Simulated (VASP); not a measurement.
Input of a VASP 6.6.1 run:

Contents of INCAR:

```
SYSTEM = H8CO6
PREC = Accurate ; ENCUT = 520
EDIFF = 1E-6 ; ISMEAR = -1
SIGMA = 0.05 ; LREAL = .FALSE.
LASPH = .TRUE. ; NELM = 120
ALGO = Normal ; ISIF = 2
LWAVE = .FALSE. ; LCHARG = .FALSE.
GGA = PE ; NBANDS = 37
GGA_COMPAT = .FALSE.
```

KPOINTS

```
regular mesh
0
G
  1 1 1
  0 0 0
```

File POSCAR:

```
H8CO6
1.0
    5.7082670000      0.0000000000      0.0000000000
    0.0000000000      5.7082670000      0.0000000000
    0.0000000000      0.0000000000      5.7082670000
O H C
6 8 1
Direct
    0.7375618555      0.7749462315      0.4961400719
    0.1502382422      0.4083375918      0.4178851480
    0.0383829278      0.8940366665      0.1802823869
    0.9892144148      0.4207231372     -0.0752242318
    0.4260662649     -0.2139528512      0.8822817853
    0.6544893573      0.1478206958      0.8341761168
    0.8067422214      0.7545372352      0.6536659900
    0.7490014045      0.6059807644      0.4506271343
    0.2667534648      0.4087755531      0.2968151280
    0.1561769973      0.2381458331      0.4687937688
   -0.0840184946      0.9344867716      0.3036998795
    0.1256773728      0.7896617310      0.2842368796
    0.9411437832      0.2752499139     -0.0565845991
    0.9865165732      0.4395729912      0.0937587538
    0.5318426766     -0.0357026047      0.8557938863
```

Potentials or basis: VASP PAW PBE potentials, release 64 (O, H, C).

Run with:

```console
$ cat potpaw_PBE.64/O/POTCAR potpaw_PBE.64/H/POTCAR potpaw_PBE.64/C/POTCAR > POTCAR
$ mpirun -np 1 vasp_gam > vasp.out
```

Question: What does it give for the band gap on the k mesh?

Answer: 3.82 eV.

Question: Estimate the pressure.

Answer: -0.3 GPa.

Question: Predict the largest force.

Answer: 6.908 eV/Å.

Stress tensor (GPa, compression positive):
```
 0.65 -1.28 -0.72
-1.28 -2.93  2.56
-0.72  2.56  1.34
```

Caveat: the k points lie up to 1.10 Å⁻¹ apart.
